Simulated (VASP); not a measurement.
Here is a VASP 6.6.1 calculation.

File INCAR:

```
ALGO = Normal ; EDIFF = 1E-6
ENCUT = 520 ; GGA = PE
ISIF = 2 ; ISMEAR = 0
LASPH = True ; LCHARG = False
LREAL = False ; LWAVE = False
NBANDS = 11 ; NELM = 60
PREC = Accurate ; SIGMA = 0.05
```

File KPOINTS:

```
k-points
0
Gamma
  20 20 20
```

Contents of POSCAR:

```
Si
1.0
   -2.3133699080      2.3133699080      1.2614700374
    2.3133699080     -2.3133699080      1.2614700374
    2.3133699080      2.3133699080     -1.2614700374
Si
2
Direct
    0.2500000000      0.7500000000      0.5000000000
    0.5000000000      0.5000000000      0.0000000000
```

Potentials or basis: VASP PAW PBE potentials, release 64 (Si).

Command:

```bash
$ cat potpaw_PBE.64/Si/POTCAR > POTCAR
$ mpirun -np 1 vasp_std > vasp.out
```

Problem. What does it give for the pressure?

Solution. 18.3 GPa.

Problem. Estimate the band gap on the k mesh.

Solution. Zero (band 4 reaches 13.25 eV, above the bottom of band 5 at 6.07 eV).
